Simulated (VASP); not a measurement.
Input of a VASP 6.6.1 run:

Contents of INCAR:

```
PREC     = Accurate       # precision mode
ENCUT    = 520            # plane-wave cutoff, eV
EDIFF    = 1E-7           # SCF threshold, eV
ISMEAR   = 0              # smearing method
SIGMA    = 0.05           # smearing width, eV
LREAL    = F              # projectors in reciprocal space
LASPH    = T              # aspherical terms in the spheres
NELM     = 60             # most SCF steps
ALGO     = Normal         # electronic algorithm
ISIF     = 2              # what is computed and relaxed
LWAVE    = F              # write WAVECAR
LCHARG   = F              # write CHGCAR
LDIPOL   = T            
IDIPOL   = 3            
DIPOL    = 0.5 0.5 0.500
GGA      = PE             # functional
IVDW     = 12             # dispersion correction
NBANDS   = 28             # bands
```

Contents of KPOINTS:

```
regular mesh
0
Gamma
  9 9 1
```

The input POSCAR:

```
SnO
1.0
    3.8020000000      0.0000000000      0.0000000000
    0.0000000000      3.8020000000      0.0000000000
    0.0000000000      0.0000000000     22.3067721335
Sn O
2 2
Direct
    0.5000000000      0.0000000000      0.4482943538
    0.0000000000      0.5000000000      0.5517056462
    0.0000000000      0.0000000000      0.5000000000
    0.5000000000      0.5000000000      0.5000000000
```

Potentials or basis: VASP PAW PBE potentials, release 64 (Sn_d, O).

Launch:

```console
$ cat potpaw_PBE.64/Sn_d/POTCAR potpaw_PBE.64/O/POTCAR > POTCAR
$ mpirun -np 1 vasp_std > vasp.out
```

(1) What does it give for the largest force?

(2) What does it give for the dispersion energy per atom?

(3) Predict the band gap on the k mesh.

Answers

(1) 0.741 eV/Å.

(2) -0.139 eV.

(3) 3.03 eV, indirect (least direct gap 3.08 eV).

Caveat: spin-orbit coupling is left out, which moves the levels of the heavy elements.
